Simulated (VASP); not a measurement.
Input of a VASP 6.6.1 run:

INCAR

```
SYSTEM = HF
PREC = Accurate
ENCUT = 520
EDIFF = 1E-6
ISMEAR = -1
SIGMA = 0.02
LREAL = Auto
LASPH = .TRUE.
NELM = 60
ALGO = Normal
ISIF = 2
LWAVE = .FALSE.
LCHARG = .FALSE.
GGA = PE
IVDW = 12
NBANDS = 56
```

File KPOINTS:

```
Automatic mesh
0
G
  1 1 1
  0 0 0
```

Contents of POSCAR:

```
HF
1.0
    7.6174120000      0.0000000000      0.0000000000
    0.0000000000      7.6174120000      0.0000000000
    0.0000000000      0.0000000000      7.6174120000
F H
10 10
Direct
    0.4204635060      0.4761424110      0.1614313116
    0.4425851972      0.9370046212      0.5758380755
    0.1742238779      0.0486810973      0.7304779805
    0.5980545393      0.5328083681      0.8038378948
    0.1126854570      0.8090571112      0.1671447069
    0.8452870824      0.3077362712      1.0155915821
    0.9130277494      0.7115074543      0.7804988602
    0.8660130201      0.1618680513      0.7302459088
    0.5618906423      0.8550157432      0.2778277705
    0.6071086344      0.1806944676      0.1861119024
    0.4690326006      0.3673035835      0.1989229644
    0.4790819031      0.8986048865      0.4601325768
    0.2631228001      0.0022784525      0.6528506238
    0.5385878698      0.5317431992      0.9130003613
    0.0774508086      0.7363099898      0.0745460151
    0.8562822258      0.2524320378      0.8987119502
    0.8051030356      0.6505226826      0.7742188811
    0.9790972197      0.1057184182      0.7140791773
    0.5777429803      0.9658915498      0.2192475678
    0.7081574504      0.2276844040      0.1188078889
```

Potentials or basis: VASP PAW PBE potentials, release 64 (F, H).

Command:

```sh
$ cat potpaw_PBE.64/F/POTCAR potpaw_PBE.64/H/POTCAR > POTCAR
$ mpirun -np 1 vasp_gam > vasp.out
```

Question: Predict the band gap on the k mesh.

Answer: 6.86 eV.

Question: Estimate the largest force.

Answer: 0.424 eV/Å.

Question: What does it give for the pressure?

Answer: -0.5 GPa.

Forces on the atoms (eV/Å):
```
F    0.086  0.055 -0.245
F   -0.150  0.054  0.217
F   -0.272  0.116  0.138
F    0.077  0.062 -0.061
F    0.053  0.153  0.168
F   -0.114 -0.027  0.247
F    0.219  0.091  0.098
F   -0.206  0.134  0.069
F   -0.101  0.110 -0.007
F   -0.240 -0.111  0.125
H    0.040 -0.061 -0.077
H    0.058 -0.085 -0.235
H    0.251 -0.135 -0.171
H   -0.099 -0.002  0.244
H   -0.112 -0.115 -0.276
H    0.025 -0.130 -0.236
H   -0.297 -0.133  0.096
H    0.399 -0.144 -0.006
H    0.080  0.085  0.126
H    0.304  0.085 -0.213
```

Caveat: the k points lie up to 0.82 Å⁻¹ apart.
